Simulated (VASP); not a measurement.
# Ca3Lu (Pm-3m) in VASP: a series of runs

The runs below take Ca3Lu through single point, with PBE.

Program: VASP 6.6.1. These are calculated values, not measurements. Logs are shortened: lines on timing, memory, paths and dates and some standing lists are left out, and cuts for length are marked.

**1. The cell of the first run**

The structure is cubic, space group Pm-3m (No. 221). Conventional cell: a = 5.432 Å, b = 5.432 Å, c = 5.432 Å, α = 90.00°, β = 90.00°, γ = 90.00°. Within 5.0 Å of Ca (site symmetry 4/mmm) lie 8 Ca at 3.84 Å and 4 Lu at 3.84 Å. Within 5.0 Å of Lu (site symmetry m-3m) lie 12 Ca at 3.84 Å.

**2. Single point, PBE**

INCAR reads:

```
SYSTEM = Ca3Lu
PREC = Accurate ; ENCUT = 520
EDIFF = 1E-6 ; ISMEAR = -1
SIGMA = 0.05 ; LREAL = .FALSE.
LASPH = .TRUE. ; NELM = 100
ALGO = Normal ; ISIF = 2
LWAVE = .FALSE. ; LCHARG = .FALSE.
GGA = PE ; NBANDS = 36
```

KPOINTS reads:

```
Automatic mesh
0
G
  5 5 5
  0 0 0
```

POSCAR reads:

```
Ca3Lu
1.0
    5.4323327624      0.0000000000      0.0000000000
    0.0000000000      5.4323327624      0.0000000000
    0.0000000000      0.0000000000      5.4323327624
Ca Lu
3 1
Direct
    0.5000000000      0.0000000000      0.0000000000
    0.0000000000      0.5000000000      0.0000000000
    0.0000000000      0.0000000000      0.5000000000
    0.5000000000      0.5000000000      0.5000000000
```

Potentials or basis: VASP PAW PBE potentials, release 64 (Ca_sv, Lu).

The run is started by

```bash
$ cat potpaw_PBE.64/Ca_sv/POTCAR potpaw_PBE.64/Lu/POTCAR > POTCAR
$ mpirun -np 1 vasp_std > vasp.out
```

OUTCAR:

```text
SYSTEM = Ca3Lu
   PREC = Accurate
   ENCUT = 520
   EDIFF = 1E-6
   ISMEAR = -1
   LREAL = .FALSE.
   LASPH = .TRUE.
   NELM = 100
   ISIF = 2
   GGA = PE

 ion  position               nearest neighbor table
   1  0.500  0.000  0.000-
   2  0.000  0.500  0.000-
   3  0.000  0.000  0.500-
   4  0.500  0.500  0.500-

  LATTYP: Found a simple cubic cell.
 ALAT       =     5.4323327624

  Lattice vectors:

 A1 = (   5.4323327624,   0.0000000000,   0.0000000000)
 A2 = (   0.0000000000,   5.4323327624,   0.0000000000)
 A3 = (   0.0000000000,   0.0000000000,   5.4323327624)

Analysis of symmetry for initial positions (statically):
=====================================================================
 Subroutine PRICEL returns:
 Original cell was already a primitive cell.

 Routine SETGRP: Setting up the symmetry group for a
 simple cubic supercell.

 Subroutine GETGRP returns: Found 48 space group operations
 (whereof 48 operations were pure point group operations)
 out of a pool of 48 trial point group operations.

The static configuration has the point symmetry O_h .

Analysis of symmetry for dynamics (positions and initial velocities):
=====================================================================
 Subroutine PRICEL returns:
 Original cell was already a primitive cell.

 Routine SETGRP: Setting up the symmetry group for a
 simple cubic supercell.

 Subroutine GETGRP returns: Found 48 space group operations
 (whereof 48 operations were pure point group operations)
 out of a pool of 48 trial point group operations.

The dynamic configuration has the point symmetry O_h .

 Subroutine INISYM returns: Found 48 space group operations
 (whereof 48 operations are pure point group operations),
 and found     1 'primitive' translations

----------------------------------------------------------------------------------------

                                     Primitive cell

  volume of cell :     160.3094

  direct lattice vectors                    reciprocal lattice vectors
     5.432332762  0.000000000  0.000000000     0.184082979  0.000000000  0.000000000
     0.000000000  5.432332762  0.000000000     0.000000000  0.184082979  0.000000000
     0.000000000  0.000000000  5.432332762     0.000000000  0.000000000  0.184082979

  length of vectors
     5.432332762  5.432332762  5.432332762     0.184082979  0.184082979  0.184082979

  position of ions in fractional coordinates (direct lattice)
     0.500000000  0.000000000  0.000000000
     0.000000000  0.500000000  0.000000000
     0.000000000  0.000000000  0.500000000
     0.500000000  0.500000000  0.500000000

  ion indices of the primitive-cell ions
   primitive index   ion index
                 1           1
                 2           2
                 3           3
                 4           4

----------------------------------------------------------------------------------------

 KPOINTS: Automatic mesh

Automatic generation of k-mesh.
 Grid dimensions read from file:
 generate k-points for:    5    5    5

 Generating k-lattice:

  Cartesian coordinates                     Fractional coordinates (reciprocal lattice)
     0.036816596  0.000000000  0.000000000     0.200000000  0.000000000  0.000000000
     0.000000000  0.036816596  0.000000000     0.000000000  0.200000000  0.000000000
     0.000000000  0.000000000  0.036816596     0.000000000  0.000000000  0.200000000

  Length of vectors
     0.036816596  0.036816596  0.036816596

  Shift w.r.t. Gamma in fractional coordinates (k-lattice)
     0.000000000  0.000000000  0.000000000

 Subroutine IBZKPT returns following result:
 ===========================================

 Found     10 irreducible k-points:

 Following reciprocal coordinates:
            Coordinates               Weight
  0.000000  0.000000  0.000000      1.000000
  0.200000  0.000000  0.000000      6.000000
  0.400000  0.000000  0.000000      6.000000
  0.200000  0.200000  0.000000     12.000000
  0.400000  0.200000  0.000000     24.000000
  0.400000  0.400000  0.000000     12.000000
  0.200000  0.200000  0.200000      8.000000
  0.400000  0.200000  0.200000     24.000000
  0.400000  0.400000  0.200000     24.000000
  0.400000  0.400000  0.400000      8.000000
   k-points           NKPTS =     10   k-points in BZ     NKDIM =     10   number of bands    NBANDS=     36
   number of dos      NEDOS =    301   number of ions     NIONS =      4
   total plane-waves  NPLWV =  64000
   dimension x,y,z NGX =    40 NGY =   40 NGZ =   40
   dimension x,y,z NGXF=    80 NGYF=   80 NGZF=   80
   ions per type =               3   1
   NGX,Y,Z   is equivalent  to a cutoff of  12.24, 12.24, 12.24 a.u.
   NGXF,Y,Z  is equivalent  to a cutoff of  24.48, 24.48, 24.48 a.u.
 SYSTEM =  Ca3Lu
   PREC   = accura    normal or accurate (medium, high low for compatibility)
   ISTART =      0    job   : 0-new  1-cont  2-samecut
   ICHARG =      2    charge: 1-file 2-atom 10-const
   ISPIN  =      1    spin polarized calculation?
   LNONCOLLINEAR =      F non collinear calculations
   LSORBIT =      F    spin-orbit coupling
   LASPH  =      T    aspherical Exc in radial PAW
   ENCUT  =  520.0 eV  38.22 Ry    6.18 a.u.  10.10 10.10 10.10*2*pi/ulx,y,z
   NELM   =    100;   NELMIN=  2; NELMDL= -5     # of ELM steps
   EDIFF  = 0.1E-05   stopping-criterion for ELM
   LREAL  =      F    real-space projection
   EDIFFG = 0.1E-04   stopping-criterion for IOM
   NSW    =      0    number of steps for IOM
   IBRION =     -1    ionic relax: 0-MD 1-quasi-New 2-CG
   NFREE  =      0    steps in history (QN), initial steepest desc. (CG)
   ISIF   =      2    stress and relaxation
   ISYM   =      2    0-nonsym 1-usesym 2-fastsym
   POTIM  = 0.5000    time-step for ionic-motion
   TEBEG  =    0.0;   TEEND  =   0.0 temperature during run
   PSTRESS=    0.0 pullay stress
   NELECT =      55.0000    total number of electrons
   NUPDOWN=      -1.0000    fix difference up-down
   EMIN   =  10.00;   EMAX   =-10.00  energy-range for DOS
   EFERMI =   0.00;   METHOD = LEGACY
   ISMEAR =    -1;   SIGMA  =   0.05  broadening in eV -4-tet -1-fermi 0-gaus
   EFERMI_NEDOS =   21; number of points for ismear=-14 and -15
   IALGO  =     38    algorithm
   IMIX   =      4    mixing-type and parameters
     AMIX     =   0.40;   BMIX     =  1.00
     AMIX_MAG =   1.60;   BMIX_MAG =  1.00
  volume/ion in A,a.u.               =      40.08       270.46
  Fermi-wavevector in a.u.,A,eV,Ry     =   1.146065  2.165749 17.870785  1.313466
  Thomas-Fermi vector in A             =   2.282751
   LORBIT       =      0    0 simple, 1 ext, 2 COOP (PROOUT), +10 PAW based schemes
   GGA     = PE    functional components
   LHFCALC =     F    Hartree Fock is set to
   AEXX    =    0.0000 exact exchange contribution
   IVDW    =     0    specifies the selected vdW correction
   LEPSILON=     F    determine dielectric tensor
   LRPA    =     F    only Hartree local field effects (RPA)
 non-spin polarized calculation
  energy-cutoff  :      520.00
  volume of cell :      160.31
 maximum number of plane-waves:      4385
   NGX = 21   NGY = 21   NGZ = 21

 number of electron      55.0000042 magnetization

 Free energy of the ion-electron system (eV)
  ---------------------------------------------------
  ext. energy  EPLUGINS =         0.00000000
  ---------------------------------------------------
  free energy    TOTEN  =        -9.70557814 eV

  energy without entropy =       -9.65642075  energy(sigma->0) =       -9.68099944

 E-fermi :   1.9115     XC(G=0):  -8.2430

 val. band max:        1.8860817985   @ k =   0.4000   0.4000   0.4000
 cond. band min:       1.9497247162   @ k =   0.4000   0.2000   0.2000
 fundamental gap:      0.0636429176
 Fermi energy:         1.9115289520

 k-point     1 :       0.0000    0.0000    0.0000
  band No.  band energies     occupation
      1     -55.6262      2.00000
      2     -39.8557      2.00000
      3     -39.8384      2.00000
      4     -39.8384      2.00000
      5     -26.2219      2.00000
      6     -26.2219      2.00000
[... 28 lines left out ...]
     35       4.2016      0.00000
     36       4.2016      0.00000

 k-point     2 :       0.2000    0.0000    0.0000
  band No.  band energies     occupation
      1     -55.6262      2.00000
      2     -39.8542      2.00000
      3     -39.8398      2.00000
      4     -39.8384      2.00000
      5     -26.2221      2.00000
      6     -26.2218      2.00000
[... 28 lines left out ...]
     35       4.3060      0.00000
     36       4.3060      0.00000

 k-point     3 :       0.4000    0.0000    0.0000
  band No.  band energies     occupation
      1     -55.6262      2.00000
      2     -39.8509      2.00000
      3     -39.8432      2.00000
      4     -39.8384      2.00000
      5     -26.2224      2.00000
      6     -26.2217      2.00000
[... 28 lines left out ...]
     35       4.3237      0.00000
     36       4.6239      0.00000

 k-point     4 :       0.2000    0.2000    0.0000
  band No.  band energies     occupation
      1     -55.6262      2.00000
      2     -39.8529      2.00000
      3     -39.8404      2.00000
      4     -39.8392      2.00000
      5     -26.2222      2.00000
      6     -26.2220      2.00000
[... 28 lines left out ...]
     35       4.2988      0.00000
     36       4.4115      0.00000

 k-point     5 :       0.4000    0.2000    0.0000
  band No.  band energies     occupation
      1     -55.6262      2.00000
      2     -39.8497      2.00000
      3     -39.8432      2.00000
      4     -39.8394      2.00000
      5     -26.2225      2.00000
      6     -26.2220      2.00000
[... 28 lines left out ...]
     35       4.1405      0.00000
     36       4.5873      0.00000

 k-point     6 :       0.4000    0.4000    0.0000
  band No.  band energies     occupation
      1     -55.6262      2.00000
      2     -39.8469      2.00000
      3     -39.8436      2.00000
      4     -39.8419      2.00000
      5     -26.2226      2.00000
      6     -26.2225      2.00000
[... 28 lines left out ...]
     35       3.7877      0.00000
     36       4.2272      0.00000

 k-point     7 :       0.2000    0.2000    0.2000
  band No.  band energies     occupation
      1     -55.6262      2.00000
      2     -39.8517      2.00000
      3     -39.8404      2.00000
      4     -39.8404      2.00000
      5     -26.2221      2.00000
      6     -26.2221      2.00000
[... 28 lines left out ...]
     35       4.3713      0.00000
     36       4.3713      0.00000

 k-point     8 :       0.4000    0.2000    0.2000
  band No.  band energies     occupation
      1     -55.6262      2.00000
      2     -39.8488      2.00000
      3     -39.8432      2.00000
      4     -39.8403      2.00000
      5     -26.2225      2.00000
      6     -26.2221      2.00000
[... 28 lines left out ...]
     35       4.2296      0.00000
     36       4.4153      0.00000

 k-point     9 :       0.4000    0.4000    0.2000
  band No.  band energies     occupation
      1     -55.6262      2.00000
      2     -39.8464      2.00000
      3     -39.8436      2.00000
      4     -39.8423      2.00000
      5     -26.2227      2.00000
      6     -26.2226      2.00000
[... 28 lines left out ...]
     35       4.0260      0.00000
     36       4.1364      0.00000

 k-point    10 :       0.4000    0.4000    0.4000
  band No.  band energies     occupation
      1     -55.6262      2.00000
      2     -39.8452      2.00000
      3     -39.8435      2.00000
      4     -39.8435      2.00000
      5     -26.2227      2.00000
      6     -26.2227      2.00000
[... 28 lines left out ...]
     35       4.1103      0.00000
     36       4.1612      0.00000

------------------------ aborting loop because EDIFF is reached ----------------------------------------

  FORCE on cell =-STRESS in cart. coord.  units (eV):
  Direction    XX          YY          ZZ          XY          YZ          ZX
  --------------------------------------------------------------------------------------
  -------------------------------------------------------------------------------------
  Total       -0.8166643     -0.8166643     -0.8166643      0.0000000      0.0000000      0.0000000
  in kB       -8.1619716     -8.1619716     -8.1619716      0.0000000      0.0000000      0.0000000
  external PRESSURE =      -8.1619716 kB  Pullay stress =       0.0000000 kB

 VOLUME and BASIS-vectors are now :
 -----------------------------------------------------------------------------
  energy-cutoff  :      520.00
  volume of cell :      160.31
      direct lattice vectors                 reciprocal lattice vectors
     5.432332762  0.000000000  0.000000000     0.184082979  0.000000000  0.000000000
     0.000000000  5.432332762  0.000000000     0.000000000  0.184082979  0.000000000
     0.000000000  0.000000000  5.432332762     0.000000000  0.000000000  0.184082979

 POSITION                                       TOTAL-FORCE (eV/Angst)
 -----------------------------------------------------------------------------------
      2.71617      0.00000      0.00000         0.000000      0.000000      0.000000
      0.00000      2.71617      0.00000         0.000000      0.000000      0.000000
      0.00000      0.00000      2.71617         0.000000      0.000000      0.000000
      2.71617      2.71617      2.71617         0.000000      0.000000      0.000000
 -----------------------------------------------------------------------------------
    total drift:                               -0.000000      0.000000     -0.000000

  FREE ENERGIE OF THE ION-ELECTRON SYSTEM (eV)
  ---------------------------------------------------
  free  energy   TOTEN  =        -9.7055781364 eV

  energy  without entropy=       -9.6564207536  energy(sigma->0) =       -9.68099944
```

Run time: 85 s. Hardware: 1 thread of AMD EPYC 7R43 (Zen 3), shared host; peak memory 0.23 GiB.

Results:

| Item | Value |
| --- | --- |
| Free energy | -9.7056 eV |
| Pressure | -0.8 GPa |

Caveat: spin-orbit coupling is left out, which moves the levels of the heavy elements.

**3. Single point, PBE**

This run uses another cell than the first one, of 40.85 Å³/atom, 1.019 times its volume.

INCAR reads:

```
ALGO = Normal
EDIFF = 1E-6
ENCUT = 520
GGA = PE
ISIF = 2
ISMEAR = -1
LASPH = True
LCHARG = False
LREAL = False
LWAVE = False
NBANDS = 36
NELM = 80
PREC = Accurate
SIGMA = 0.05
```

KPOINTS reads:

```
k-points
0
Gamma
  5 5 5
```

POSCAR reads:

```
Ca3Lu
1.0
    5.4669345409      0.0000000000      0.0000000000
    0.0000000000      5.4669345409      0.0000000000
    0.0000000000      0.0000000000      5.4669345409
Ca Lu
3 1
Direct
    0.5000000000      0.0000000000      0.0000000000
    0.0000000000      0.5000000000      0.0000000000
    0.0000000000      0.0000000000      0.5000000000
    0.5000000000      0.5000000000      0.5000000000
```

Potentials or basis: VASP PAW PBE potentials, release 64 (Ca_sv, Lu).

The run is started by

```bash
$ cat potpaw_PBE.64/Ca_sv/POTCAR potpaw_PBE.64/Lu/POTCAR > POTCAR
$ mpirun -np 1 vasp_std > vasp.out
```

Run time: 80 s. Hardware: 1 thread of AMD EPYC 7R43 (Zen 3), shared host; peak memory 0.23 GiB.

The run converged. Its results:

| Property | Result |
| --- | --- |
| Free energy | -9.6867 eV |
| Pressure | -1.2 GPa |

Levels at points of the mesh, in eV from the Fermi level:
```csv
k point,band 23,band 24,band 25,band 26,band 27,band 28,band 29,band 30,band 31,band 32
"(0.00, 0.00, 0.00)",-6.17,-4.45,-0.78,-0.78,-0.71,0.25,0.25,0.25,0.98,0.98
```

Caveat: spin-orbit coupling is left out, which moves the levels of the heavy elements.
